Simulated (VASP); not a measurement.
# CaMg2 (P6_3/mmc) in VASP: notebook, part 2 of 2

VASP 6.6.1. The steps go on from the part before.

## Step 4: Single point, LDA

Input file INCAR:

```
PREC = Accurate
ENCUT = 600
EDIFF = 1E-6
ISMEAR = -1
SIGMA = 0.1
LREAL = False
LASPH = True
NELM = 120
ALGO = Normal
ISIF = 2
LWAVE = False
LCHARG = False
GGA = CA
NBANDS = 23
GGA_COMPAT = False
```

Input file KPOINTS:

```
Automatic mesh
0
Gamma
  6 6 1
```

Input file POSCAR:

```
CaMg2
1.0
    3.4682900000      0.0000000000      0.0000000000
   -1.7341450000      3.0036272477      0.0000000000
    0.0000000000      0.0000000000     16.7985200000
Ca Mg
2 4
Direct
    0.3333333333      0.6666666667      0.7500000000
    0.6666666667      0.3333333333      0.2500000000
    0.6666666667      0.3333333333      0.5790600000
    0.3333333333      0.6666666667      0.0790600000
    0.3333333333      0.6666666667      0.4209400000
    0.6666666667      0.3333333333      0.9209400000
```

Potentials or basis: VASP PAW LDA potentials, release 64 (Ca_sv, Mg).

Started as:

```sh
cat potpaw_LDA.64/Ca_sv/POTCAR potpaw_LDA.64/Mg/POTCAR > POTCAR
mpirun -np 1 vasp_std > vasp.out
```

OUTCAR:

```text
PREC = Accurate
   ENCUT = 600
   EDIFF = 1E-6
   ISMEAR = -1
   LREAL = False
   LASPH = True
   NELM = 120
   ISIF = 2
   GGA = CA

 ion  position               nearest neighbor table
   1  0.333  0.667  0.750-
   2  0.667  0.333  0.250-
   3  0.667  0.333  0.579-   5 3.33   5 3.33   5 3.33
   4  0.333  0.667  0.079-   6 3.33   6 3.33   6 3.33
   5  0.333  0.667  0.421-   3 3.33   3 3.33   3 3.33
   6  0.667  0.333  0.921-   4 3.33   4 3.33   4 3.33

  LATTYP: Found a hexagonal cell.
 ALAT       =     3.4682900000
 C/A-ratio  =     4.8434588803

  Lattice vectors:

 A1 = (   3.4682900000,   0.0000000000,   0.0000000000)
 A2 = (  -1.7341450000,   3.0036272477,   0.0000000000)
 A3 = (   0.0000000000,   0.0000000000,  16.7985200000)

Analysis of symmetry for initial positions (statically):
=====================================================================
 Subroutine PRICEL returns:
 Original cell was already a primitive cell.

 Routine SETGRP: Setting up the symmetry group for a
 hexagonal supercell.

 Subroutine GETGRP returns: Found 24 space group operations
 (whereof 12 operations were pure point group operations)
 out of a pool of 24 trial point group operations.

The static configuration has the point symmetry D_3d.
 The point group associated with its full space group is D_6h.

Analysis of symmetry for dynamics (positions and initial velocities):
=====================================================================
 Subroutine PRICEL returns:
 Original cell was already a primitive cell.

 Routine SETGRP: Setting up the symmetry group for a
 hexagonal supercell.

[... 110 lines left out ...]
   ISMEAR =    -1;   SIGMA  =   0.10  broadening in eV -4-tet -1-fermi 0-gaus
   EFERMI_NEDOS =   21; number of points for ismear=-14 and -15
   IALGO  =     38    algorithm
   IMIX   =      4    mixing-type and parameters
     AMIX     =   0.40;   BMIX     =  1.00
     AMIX_MAG =   1.60;   BMIX_MAG =  1.00
  volume/ion in A,a.u.               =      29.17       196.82
  Fermi-wavevector in a.u.,A,eV,Ry     =   0.888758  1.679508 10.747108  0.789890
  Thomas-Fermi vector in A             =   2.010229
   LORBIT       =      0    0 simple, 1 ext, 2 COOP (PROOUT), +10 PAW based schemes
   GGA     = CA    functional components
   LHFCALC =     F    Hartree Fock is set to
   AEXX    =    0.0000 exact exchange contribution
   IVDW    =     0    specifies the selected vdW correction
   LEPSILON=     F    determine dielectric tensor
   LRPA    =     F    only Hartree local field effects (RPA)
 non-spin polarized calculation
  energy-cutoff  :      600.00
  volume of cell :      175.00
 maximum number of plane-waves:      5878
 NGX is ok and might be reduce to    28
   NGX = 13   NGY = 13   NGZ = 67

 number of electron      28.0000002 magnetization

 Free energy of the ion-electron system (eV)
  ---------------------------------------------------
  ext. energy  EPLUGINS =         0.00000000
  ---------------------------------------------------
  free energy    TOTEN  =       -11.09887557 eV

  energy without entropy =      -10.87915398  energy(sigma->0) =      -10.98901477

 E-fermi :   2.0409     XC(G=0):  -8.3829

 val. band max:        2.0030359348   @ k =   0.1667   0.1667   0.0000
 cond. band min:       2.0602314531   @ k =   0.5000  -0.0000   0.0000
 fundamental gap:      0.0571955183
 Fermi energy:         2.0409051638

 k-point     1 :       0.0000    0.0000    0.0000
  band No.  band energies     occupation
      1     -38.9390      2.00000
      2     -38.9390      2.00000
      3     -20.2274      2.00000
      4     -20.2274      2.00000
      5     -20.0974      2.00000
      6     -20.0974      2.00000
[... 171 lines left out ...]
     22       4.1431      0.00000
     23       4.1544      0.00000

------------------------ aborting loop because EDIFF is reached ----------------------------------------

  FORCE on cell =-STRESS in cart. coord.  units (eV):
  Direction    XX          YY          ZZ          XY          YZ          ZX
  --------------------------------------------------------------------------------------
  -------------------------------------------------------------------------------------
  Total       -1.4847876     -1.4847876     -3.3952169      0.0000000      0.0000000     -0.0000000
  in kB      -13.5938493    -13.5938493    -31.0846256      0.0000000      0.0000000     -0.0000000
  external PRESSURE =     -19.4241081 kB  Pullay stress =       0.0000000 kB

 VOLUME and BASIS-vectors are now :
 -----------------------------------------------------------------------------
  energy-cutoff  :      600.00
  volume of cell :      175.00
      direct lattice vectors                 reciprocal lattice vectors
     3.468290000  0.000000000  0.000000000     0.288326524  0.166465396  0.000000000
    -1.734145000  3.003627248  0.000000000     0.000000000  0.332930793  0.000000000
     0.000000000  0.000000000 16.798520000     0.000000000  0.000000000  0.059529054

 POSITION                                       TOTAL-FORCE (eV/Angst)
 -----------------------------------------------------------------------------------
     -0.00000      2.00242     12.59889         0.000000      0.000000     -0.000000
      1.73415      1.00121      4.19963         0.000000      0.000000     -0.000000
      1.73415      1.00121      9.72735        -0.000000      0.000000     -0.068414
     -0.00000      2.00242      1.32809        -0.000000     -0.000000     -0.068414
     -0.00000      2.00242      7.07117        -0.000000     -0.000000      0.068414
      1.73415      1.00121     15.47043        -0.000000      0.000000      0.068414
 -----------------------------------------------------------------------------------
    total drift:                               -0.000000      0.000000     -0.000000

  FREE ENERGIE OF THE ION-ELECTRON SYSTEM (eV)
  ---------------------------------------------------
  free  energy   TOTEN  =       -11.0988755666 eV

  energy  without entropy=      -10.8791539793  energy(sigma->0) =      -10.98901477
```

OSZICAR:

```text
N       E                     dE             d eps       ncg     rms          rms(c)
DAV:   1     0.199510551489E+03    0.19951E+03   -0.13220E+04   330   0.113E+03
DAV:   2     0.357659070772E+00   -0.19915E+03   -0.19502E+03   357   0.291E+02
DAV:   3    -0.114844758680E+02   -0.11842E+02   -0.11586E+02   612   0.500E+01
DAV:   4    -0.121643193692E+02   -0.67984E+00   -0.67648E+00   447   0.116E+01
DAV:   5    -0.121966850978E+02   -0.32366E-01   -0.32362E-01   509   0.181E+00    0.406E+00
DAV:   6    -0.112935205781E+02    0.90316E+00   -0.79131E+00   364   0.817E+00    0.330E+00
DAV:   7    -0.111166509357E+02    0.17687E+00   -0.12501E+00   365   0.323E+00    0.189E+00
DAV:   8    -0.111010770527E+02    0.15574E-01   -0.12306E-01   440   0.219E+00    0.197E-01
DAV:   9    -0.110992040045E+02    0.18730E-02   -0.12117E-02   494   0.557E-01    0.139E-01
DAV:  10    -0.110990596120E+02    0.14439E-03   -0.33046E-03   402   0.403E-01    0.136E-01
DAV:  11    -0.110988782197E+02    0.18139E-03   -0.57915E-04   408   0.188E-01    0.104E-02
DAV:  12    -0.110988755901E+02    0.26296E-05   -0.30196E-05   509   0.319E-02    0.335E-03
DAV:  13    -0.110988755666E+02    0.23503E-07   -0.15557E-06   349   0.655E-03
   1 F= -.11098876E+02 E0= -.10989015E+02  d E =-.219722E+00
```

stdout:

```text
POSCAR found type information on POSCAR CaMg
 POSCAR found :  2 types and       6 ions
 scaLAPACK will be used
 LDA part: xc-table for (Slater(with rela. corr.)+CA(PZ))
 , standard interpolation
 POSCAR, INCAR and KPOINTS ok, starting setup
 FFT: planning ... GRIDC
 FFT: planning ... GRID_SOFT
 FFT: planning ... GRID
 WAVECAR not read
 entering main loop
```

Run time: 35 s. Hardware: 1 thread of Intel Xeon Platinum 8488C (Sapphire Rapids), shared host; peak memory 0.26 GiB.

Results:

```yaml
Free_energy: -11.0989 eV
Pressure: -1.9 GPa
Largest_force: 0.068 eV/Å
Band_gap_on_the_k_mesh: zero (bands 14 and 15 overlap by 0.83 eV)
```

Forces in eV/Å, atoms in the order of the input:
```
Ca   0.000  0.000  0.000
Ca   0.000  0.000  0.000
Mg   0.000  0.000 -0.068
Mg   0.000  0.000 -0.068
Mg   0.000  0.000  0.068
Mg   0.000  0.000  0.068
```

Levels at points of the mesh, in eV from the Fermi level:
| k point | band 12 | band 13 | band 14 | band 15 | band 16 | band 17 |
| --- | --- | --- | --- | --- | --- | --- |
| (0.00, 0.00, 0.00) | -3.51 | -3.04 | -1.08 | -0.74 | 0.78 | 2.74 |
| (0.50, 0.00, 0.00) | -1.51 | -0.93 | -0.48 | -0.43 | -0.10 | 0.02 |

Caveat: the k points lie up to 0.37 Å⁻¹ apart, too coarse for converged energies and pressures of a metal.

## Step 5: The runs side by side

```csv
k mesh,gap on the mesh (eV),pressure (GPa),largest force (eV/Å)
3 × 3 × 1,none,-1.7,0.28
5 × 5 × 1,none,-1.7,0.10
6 × 6 × 1,none,-1.9,0.07
```

Alike in all rows: task single point; level LDA; potentials or basis VASP PAW LDA potentials, release 64 (Ca_sv, Mg); no spin polarisation; cell as given; cutoff (eV) 600; smearing fermi-dirac 0.1 eV.

Caveats: all runs use coarse meshes.

Absolute energies hang on the potentials; compare differences alone.
